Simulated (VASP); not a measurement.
# WS2 (P-1) in VASP: notebook

Runs on WS2. Level: PBE. Tasks: single point.

Everything below comes from runs of VASP 6.6.1. Logs are shortened: lines on timing, memory, paths and dates and some standing lists are left out, and cuts for length are marked.

### Step 1. The cell of the first run

The typed cell holds 6 atoms: a = 3.151 Å, b = 3.153 Å, c = 14.445 Å, α = 87.71°, β = 88.62°, γ = 60.97°.

### Step 2. Single point, PBE

Contents of INCAR:

```
PREC = Accurate ; ENCUT = 520
EDIFF = 1E-6 ; ISMEAR = 0
SIGMA = 0.1 ; LREAL = False
LASPH = True ; NELM = 100
ALGO = Normal ; ISIF = 2
LWAVE = False ; LCHARG = False
GGA = PE ; NBANDS = 35
```

Contents of KPOINTS:

```
Automatic mesh
0
Gamma
  6 6 2
```

Contents of POSCAR:

```
WS2
1.0
    3.1513067367      0.0000000000      0.0000000000
    1.5300093835      2.7567023336      0.0000000000
    0.3480946669      0.4660418945     14.4332647269
W S
2 4
Direct
    0.5984564006      0.0664281871      0.7528589259
    0.4015435994      0.9335718129      0.2471410741
    0.9361611926      0.4195904673      0.6435541113
    0.0701170270      0.6174212371      0.1378356749
    0.0638388074      0.5804095327      0.3564458887
    0.9298829730      0.3825787629      0.8621643251
```

Potentials or basis: VASP PAW PBE potentials, release 64 (W_sv, S).

Command:

```sh
$ cat potpaw_PBE.64/W_sv/POTCAR potpaw_PBE.64/S/POTCAR > POTCAR
$ mpirun -np 1 vasp_std > vasp.out
```

OUTCAR:

```text
PREC = Accurate
   ENCUT = 520
   EDIFF = 1E-6
   ISMEAR = 0
   LREAL = False
   LASPH = True
   NELM = 100
   ISIF = 2
   GGA = PE

 ion  position               nearest neighbor table
   1  0.598  0.066  0.753-   6 2.41   3 2.41   3 2.42   6 2.42   3 2.42   6 2.42
   2  0.402  0.934  0.247-   4 2.41   5 2.41   5 2.42   4 2.42   5 2.42   4 2.42
   3  0.936  0.420  0.644-   1 2.41   1 2.42   1 2.42
   4  0.070  0.617  0.138-   2 2.41   2 2.42   2 2.42
   5  0.064  0.580  0.356-   2 2.41   2 2.42   2 2.42
   6  0.930  0.383  0.862-   1 2.41   1 2.42   1 2.42

  LATTYP: Found a triclinic cell.
 ALAT       =     3.1528299145
 B/A-ratio  =     1.0143669491
 C/A-ratio  =     4.5815924321
 COS(alpha) =     0.0155935605
 COS(beta)  =     0.0399039156
 COS(gamma) =     0.5076596314

  Lattice vectors:

 A1 = (   1.5300093835,   2.7567023336,   0.0000000000)
 A2 = (  -1.6212973532,   2.7567023336,   0.0000000000)
 A3 = (   0.3480946669,   0.4660418945,  14.4332647269)

Analysis of symmetry for initial positions (statically):
=====================================================================
 Subroutine PRICEL returns:
 Original cell was already a primitive cell.

 Routine SETGRP: Setting up the symmetry group for a
 triclinic supercell.

 Subroutine GETGRP returns: Found  2 space group operations
 (whereof  2 operations were pure point group operations)
 out of a pool of  2 trial point group operations.

The static configuration has the point symmetry S_2 .

Analysis of symmetry for dynamics (positions and initial velocities):
=====================================================================
 Subroutine PRICEL returns:
 Original cell was already a primitive cell.

 Routine SETGRP: Setting up the symmetry group for a
 triclinic supercell.

 Subroutine GETGRP returns: Found  2 space group operations
 (whereof  2 operations were pure point group operations)
 out of a pool of  2 trial point group operations.

The dynamic configuration has the point symmetry S_2 .

 Subroutine INISYM returns: Found  2 space group operations
 (whereof  2 operations are pure point group operations),
 and found     1 'primitive' translations

----------------------------------------------------------------------------------------

                                     Primitive cell

  volume of cell :     125.3849

  direct lattice vectors                    reciprocal lattice vectors
     3.151306737  0.000000000  0.000000000     0.317328678 -0.176121973 -0.001966305
     1.530009383  2.756702334  0.000000000     0.000000000  0.362752259 -0.011713064
     0.348094667  0.466041894 14.433264727     0.000000000  0.000000000  0.069284394

  length of vectors
     3.151306737  3.152829914 14.444981676     0.362932922  0.362941314  0.069284394

  position of ions in fractional coordinates (direct lattice)
     0.598456401  0.066428187  0.752858926
     0.401543599  0.933571813  0.247141074
     0.936161193  0.419590467  0.643554111
     0.070117027  0.617421237  0.137835675
     0.063838807  0.580409533  0.356445889
     0.929882973  0.382578763  0.862164325

  ion indices of the primitive-cell ions
   primitive index   ion index
                 1           1
                 2           2
                 3           3
                 4           4
                 5           5
                 6           6

----------------------------------------------------------------------------------------

 KPOINTS: Automatic mesh

Automatic generation of k-mesh.
 Grid dimensions read from file:
 generate k-points for:    6    6    2

 Generating k-lattice:

  Cartesian coordinates                     Fractional coordinates (reciprocal lattice)
     0.052888113 -0.029353662 -0.000327718     0.166666667 -0.000000000 -0.000000000
     0.000000000  0.060458710 -0.001952177     0.000000000  0.166666667  0.000000000
     0.000000000  0.000000000  0.034642197     0.000000000  0.000000000  0.500000000

  Length of vectors
     0.060488820  0.060490219  0.034642197

  Shift w.r.t. Gamma in fractional coordinates (k-lattice)
     0.000000000  0.000000000  0.000000000

 Subroutine IBZKPT returns following result:
 ===========================================

 Found     40 irreducible k-points:

 Following reciprocal coordinates:
            Coordinates               Weight
  0.000000  0.000000  0.000000      1.000000
  0.166667 -0.000000  0.000000      2.000000
  0.333333 -0.000000  0.000000      2.000000
  0.500000 -0.000000  0.000000      1.000000
  0.000000  0.166667 -0.000000      2.000000
  0.166667  0.166667  0.000000      2.000000
[... 16 lines left out ...]
  0.333333 -0.000000  0.500000      2.000000
  0.500000 -0.000000  0.500000      1.000000
 [... further k-points ...]
   k-points           NKPTS =     40   k-points in BZ     NKDIM =     40   number of bands    NBANDS=     35
   number of dos      NEDOS =    301   number of ions     NIONS =      6
   total plane-waves  NPLWV =  62208
   dimension x,y,z NGX =    24 NGY =   24 NGZ =  108
   dimension x,y,z NGXF=    48 NGYF=   48 NGZF=  216
   ions per type =               2   4
   NGX,Y,Z   is equivalent  to a cutoff of  12.66, 12.65, 12.43 a.u.
   NGXF,Y,Z  is equivalent  to a cutoff of  25.32, 25.31, 24.86 a.u.
 SYSTEM =  unknown system
   PREC   = accura    normal or accurate (medium, high low for compatibility)
   ISTART =      0    job   : 0-new  1-cont  2-samecut
   ICHARG =      2    charge: 1-file 2-atom 10-const
   ISPIN  =      1    spin polarized calculation?
   LNONCOLLINEAR =      F non collinear calculations
   LSORBIT =      F    spin-orbit coupling
   LASPH  =      T    aspherical Exc in radial PAW
   ENCUT  =  520.0 eV  38.22 Ry    6.18 a.u.   5.86  5.86 26.86*2*pi/ulx,y,z
   NELM   =    100;   NELMIN=  2; NELMDL= -5     # of ELM steps
   EDIFF  = 0.1E-05   stopping-criterion for ELM
   LREAL  =      F    real-space projection
[... 7 lines left out ...]
   TEBEG  =    0.0;   TEEND  =   0.0 temperature during run
   PSTRESS=    0.0 pullay stress
   NELECT =      52.0000    total number of electrons
   NUPDOWN=      -1.0000    fix difference up-down
   EMIN   =  10.00;   EMAX   =-10.00  energy-range for DOS
   EFERMI =   0.00;   METHOD = LEGACY
   ISMEAR =     0;   SIGMA  =   0.10  broadening in eV -4-tet -1-fermi 0-gaus
   EFERMI_NEDOS =   21; number of points for ismear=-14 and -15
   IALGO  =     38    algorithm
   IMIX   =      4    mixing-type and parameters
     AMIX     =   0.40;   BMIX     =  1.00
     AMIX_MAG =   1.60;   BMIX_MAG =  1.00
  volume/ion in A,a.u.               =      20.90       141.02
  Fermi-wavevector in a.u.,A,eV,Ry     =   1.220846  2.307065 20.279009  1.490465
  Thomas-Fermi vector in A             =   2.356049
   LORBIT       =      0    0 simple, 1 ext, 2 COOP (PROOUT), +10 PAW based schemes
   GGA     = PE    functional components
   LHFCALC =     F    Hartree Fock is set to
   AEXX    =    0.0000 exact exchange contribution
   IVDW    =     0    specifies the selected vdW correction
   LEPSILON=     F    determine dielectric tensor
   LRPA    =     F    only Hartree local field effects (RPA)
 non-spin polarized calculation
 Gauss-broadening in eV      SIGMA  =   0.10
  energy-cutoff  :      520.00
  volume of cell :      125.38
 maximum number of plane-waves:      3406
   NGX = 11   NGY = 11   NGZ = 53

 number of electron      52.0000002 magnetization

 Free energy of the ion-electron system (eV)
  ---------------------------------------------------
  ext. energy  EPLUGINS =         0.00000000
  ---------------------------------------------------
  free energy    TOTEN  =       -47.33182428 eV

  energy without entropy =      -47.33182428  energy(sigma->0) =      -47.33182428

 E-fermi :   5.6186     XC(G=0):  -9.7678

 val. band max:        5.1213087336   @ k =   0.0000   0.0000   0.0000
 cond. band min:       6.7693709621   @ k =   0.3333   0.1667   0.0000
 fundamental gap:      1.6480622285
 Fermi energy:         5.6186475806

 k-point     1 :       0.0000    0.0000    0.0000
  band No.  band energies     occupation
      1     -69.0559      2.00000
      2     -69.0559      2.00000
      3     -33.3027      2.00000
      4     -33.3027      2.00000
      5     -33.1485      2.00000
      6     -33.1485      2.00000
[... 27 lines left out ...]
     34       8.1070      0.00000
     35      10.1361      0.00000

 k-point     2 :       0.1667   -0.0000    0.0000
  band No.  band energies     occupation
      1     -69.0515      2.00000
      2     -69.0515      2.00000
      3     -33.2871      2.00000
      4     -33.2871      2.00000
      5     -33.2282      2.00000
      6     -33.2282      2.00000
[... 27 lines left out ...]
     34       8.5995      0.00000
     35      11.4547      0.00000

 k-point     3 :       0.3333   -0.0000    0.0000
  band No.  band energies     occupation
      1     -69.0428      2.00000
      2     -69.0428      2.00000
      3     -33.3974      2.00000
      4     -33.3974      2.00000
      5     -33.2556      2.00000
      6     -33.2556      2.00000
[... 27 lines left out ...]
     34       9.4602      0.00000
     35      11.5754      0.00000
[... 723 lines left out ...]
 k-point    23 :       0.3333   -0.0000    0.5000
  band No.  band energies     occupation
      1     -69.0429      2.00000
      2     -69.0428      2.00000
      3     -33.3974      2.00000
      4     -33.3974      2.00000
      5     -33.2556      2.00000
      6     -33.2556      2.00000
[... 27 lines left out ...]
     34       9.4711      0.00000
     35      11.6943      0.00000

 k-point    24 :       0.5000   -0.0000    0.5000
  band No.  band energies     occupation
      1     -69.0385      2.00000
      2     -69.0385      2.00000
      3     -33.4808      2.00000
      4     -33.4808      2.00000
      5     -33.2399      2.00000
      6     -33.2399      2.00000
[... 27 lines left out ...]
     34       9.7234      0.00000
     35      10.0984      0.00000

 [... further k-points ...]

------------------------ aborting loop because EDIFF is reached ----------------------------------------

  FORCE on cell =-STRESS in cart. coord.  units (eV):
  Direction    XX          YY          ZZ          XY          YZ          ZX
  --------------------------------------------------------------------------------------
  -------------------------------------------------------------------------------------
  Total        1.9594599      0.6936985      0.2076053      1.0645514      0.0115151      0.0109608
  in kB       25.0381270      8.8641321      2.6527963     13.6029180      0.1471404      0.1400580
  external PRESSURE =      12.1850185 kB  Pullay stress =       0.0000000 kB

 VOLUME and BASIS-vectors are now :
 -----------------------------------------------------------------------------
  energy-cutoff  :      520.00
  volume of cell :      125.38
      direct lattice vectors                 reciprocal lattice vectors
     3.151306737  0.000000000  0.000000000     0.317328678 -0.176121973 -0.001966305
     1.530009383  2.756702334  0.000000000     0.000000000  0.362752259 -0.011713064
     0.348094667  0.466041894 14.433264727     0.000000000  0.000000000  0.069284394

 POSITION                                       TOTAL-FORCE (eV/Angst)
 -----------------------------------------------------------------------------------
      2.24962      0.53399     10.86621         0.008357      0.003920     -0.000031
      2.77979      2.68876      3.56705        -0.008357     -0.003920      0.000031
      3.81613      1.45661      9.28859        -0.007669     -0.003945     -0.009308
      1.21360      1.76628      1.98942         0.004708      0.003495     -0.006575
      1.21328      1.76614      5.14468         0.007669      0.003945      0.009308
      3.81581      1.45646     12.44385        -0.004708     -0.003495      0.006575
 -----------------------------------------------------------------------------------
    total drift:                               -0.000000      0.000000      0.000000

  FREE ENERGIE OF THE ION-ELECTRON SYSTEM (eV)
  ---------------------------------------------------
  free  energy   TOTEN  =       -47.3318242790 eV

  energy  without entropy=      -47.3318242790  energy(sigma->0) =      -47.33182428
```

Run time: 75 s. Hardware: 1 thread of Intel Xeon 6975P-C (Granite Rapids), shared host; peak memory 0.31 GiB.

Results:

```yaml
Free_energy: -47.3318 eV
Pressure: 1.2 GPa
Largest_force: 0.013 eV/Å
Band_gap_on_the_k_mesh: 1.65 eV, indirect (least direct gap 1.89 eV)
```

Forces on the atoms (eV/Å):
```
W    0.008  0.004  0.000
W   -0.008 -0.004  0.000
S   -0.008 -0.004 -0.009
S    0.005  0.003 -0.007
S    0.008  0.004  0.009
S   -0.005 -0.003  0.007
```

Levels at points of the mesh, in eV from the valence-band top:
| k point | band 24 | band 25 | band 26 | band 27 | band 28 | band 29 |
| --- | --- | --- | --- | --- | --- | --- |
| (0.00, 0.00, 0.00) | -1.65 | -0.54 | 0.00 | 2.70 | 2.70 | 2.78 |
| (0.50, 0.00, 0.00) | -1.32 | -1.22 | -1.07 | 2.73 | 2.73 | 3.14 |
| (0.00, 0.50, 0.00) | -1.32 | -1.22 | -1.07 | 2.73 | 2.73 | 3.15 |
| (0.50, 0.50, 0.00) | -1.51 | -1.05 | -1.04 | 2.79 | 2.80 | 3.14 |
| (0.00, 0.00, 0.50) | -1.65 | -0.24 | -0.20 | 2.70 | 2.71 | 2.78 |
| (0.50, 0.00, 0.50) | -1.32 | -1.14 | -1.13 | 2.72 | 2.73 | 3.18 |
| (0.00, 0.50, 0.50) | -1.32 | -1.14 | -1.13 | 2.73 | 2.73 | 3.17 |
| (0.50, 0.50, 0.50) | -1.52 | -1.07 | -1.03 | 2.79 | 2.80 | 3.18 |

Caveat: spin-orbit coupling is left out, which moves the levels of the heavy elements.

(Continued in part 2 of 2.)
